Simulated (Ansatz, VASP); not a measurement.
## One calculation of Mo, two programs

INCAR

```
SYSTEM = Mo
  PREC = Accurate
  ENCUT = 520
  EDIFF = 1E-7
  ISMEAR = 0
  SIGMA = 0.1
  LREAL = .FALSE.
  LASPH = .TRUE.
  NELM = 60
  ALGO = Fast
  ISIF = 2
  LWAVE = .FALSE.
  LCHARG = .FALSE.
  GGA = PE
  NBANDS = 36
```

The input KPOINTS:

```
regular mesh
0
G
  11 4 15
  0 0 0
```

The input POSCAR:

```
Mo
1.0
    3.0969336346      0.0000000000     -0.0034055437
    0.0000000000      9.2908065212      0.0000000000
   -1.5508974493      0.0000000000      2.2145483784
Mo
4
Direct
    0.0000000000      0.5000000000      0.0000000000
    0.5000000000      0.7500000000      0.0000000000
    0.0000000000      0.0000000000      0.0000000000
    0.5000000000      0.2500000000      0.0000000000
```

Input for Ansatz:

```yaml
crystal:
  lattice:
    - [3.0969336346, 0.0, -0.0034055437]
    - [0.0, 9.2908065212, 0.0]
    - [-1.5508974493, 0.0, 2.2145483784]
  atoms:
    - { symbol: Mo, position: [0.0, 0.5, 0.0] }
    - { symbol: Mo, position: [0.5, 0.75, 0.0] }
    - { symbol: Mo, position: [0.0, 0.0, 0.0] }
    - { symbol: Mo, position: [0.5, 0.25, 0.0] }
basis:
  ecutwfc: 420
kpoints:
  mp_grid: { grid: [11, 4, 15] }
hamiltonian:
  xc: pbe
scf:
  occupations: { method: gaussian, width: 0.1 }
output:
  forces: true
  stress: true
  eigenvalues: true
```

Change from the starting cell: band edges of the strained film's bulk.

Alike in both runs: task single point; functional PBE; k mesh 11 × 4 × 15; occupations gaussian, width 0.1 eV; no spin polarisation.

|  | VASP | Ansatz |
| --- | --- | --- |
| version | VASP 6.6.1 | Ansatz 0.2.0 |
| potentials or method | VASP PAW PBE potentials, release 64 (Mo_sv), cutoff 520 eV | scalar-relativistic, plane waves, PAW |
| valence electrons in the cell | 56 | 56 |

Ansatz gave:

- gap on the k mesh at the Fermi level (eV): none
- pressure (GPa): -1.5
- traceless stress, the component that is largest in VASP (GPa): -9.02

What did VASP give for the same quantities?

gap on the k mesh at the Fermi level (eV): none; pressure (GPa): -1.0; traceless stress, the component that is largest in VASP (GPa): -9.05.

A gap of «none» marks a metal or a gap that the smearing closes.
